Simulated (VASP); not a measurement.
Here is a VASP 6.6.1 calculation.

INCAR

```
SYSTEM = LiTa3
PREC = Accurate
ENCUT = 520
EDIFF = 1E-6
ISMEAR = 0
SIGMA = 0.1
LREAL = .FALSE.
LASPH = .TRUE.
NELM = 60
ALGO = Fast
ISIF = 2
LWAVE = .FALSE.
LCHARG = .TRUE.
GGA = PE
LELF = .TRUE.
LVHAR = .TRUE.
NBANDS = 46
```

Contents of KPOINTS:

```
regular mesh
0
G
  6 6 4
  0 0 0
```

Contents of POSCAR:

```
LiTa3
1.0
    5.7916400209      0.0000000000      0.0000000000
   -2.8958200105      5.0157073877      0.0000000000
    0.0000000000      0.0000000000      4.7576035210
Li Ta
2 6
Direct
    0.3333333333      0.6666666667      0.2500000000
    0.6666666667      0.3333333333      0.7500000000
    0.8332096009      0.6664192019      0.2500000000
    0.1667903991      0.8332096009      0.7500000000
    0.3335807981      0.1667903991      0.2500000000
    0.1667903991      0.3335807981      0.7500000000
    0.8332096009      0.1667903991      0.2500000000
    0.6664192019      0.8332096009      0.7500000000
```

Potentials or basis: VASP PAW PBE potentials, release 64 (Li_sv, Ta_pv).

Launch:

```bash
$ cat potpaw_PBE.64/Li_sv/POTCAR potpaw_PBE.64/Ta_pv/POTCAR > POTCAR
$ mpirun -np 1 vasp_std > vasp.out
```

(1) What does it give for the band gap on the k mesh?

(2) Estimate the largest force.

Results:

(1) zero (bands 36 and 37 overlap by 0.86 eV).

(2) 0.006 eV/Å.

Caveat: spin-orbit coupling is left out, which moves the levels of the heavy elements.
